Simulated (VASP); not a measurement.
Input of a VASP 6.6.1 run:

The input INCAR:

```
SYSTEM = ZnS
ALGO = Normal ; EDIFF = 1E-7
ENCUT = 520 ; GGA = RE
ISIF = 2 ; ISMEAR = -1
LASPH = .TRUE. ; LCHARG = .FALSE.
LREAL = .FALSE. ; LWAVE = .FALSE.
NBANDS = 16 ; NELM = 80
PREC = Accurate ; SIGMA = 0.05
```

KPOINTS

```
k-points
0
G
  9 9 9
  0 0 0
```

File POSCAR:

```
ZnS
1.0
    0.0000000000      2.7463682027      2.7463682027
    2.7463682027      0.0000000000      2.7463682027
    2.7463682027      2.7463682027      0.0000000000
Zn S
1 1
Direct
    0.7500000000      0.7500000000      0.7500000000
    0.0000000000      0.0000000000      0.0000000000
```

Potentials or basis: VASP PAW PBE potentials, release 64 (Zn, S).

The run is started by

```console
$ cat potpaw_PBE.64/Zn/POTCAR potpaw_PBE.64/S/POTCAR > POTCAR
$ mpirun -np 1 vasp_std > vasp.out
```

Problem. Estimate the band gap on the k mesh.

Solution. 2.03 eV, direct.

Problem. Estimate the pressure.

Solution. 0.1 GPa.

Caveat: the PAW data sets were made with another functional, which shifts forces and pressure a little.

**Experimental background.**

“Electronic, vibrational, and thermodynamic properties of ZnS (zincblende and rocksalt structure)”, 2009, arxiv:0911.5022 quotes, for a bulk crystal of ZnS at 19 K: band gap 3.85 eV (direct).

Measured gap of ZnS: 3.85 eV (direct; 19 K; quoted in “Electronic, vibrational, and thermodynamic properties of ZnS (zincblende and rocksalt structure)”, 2009, arxiv:0911.5022). This calculation gives 2.03 eV (-1.82 eV). The value is that of revPBE, without temperature or zero-point motion. Semilocal functionals fall short of measured gaps as a rule.
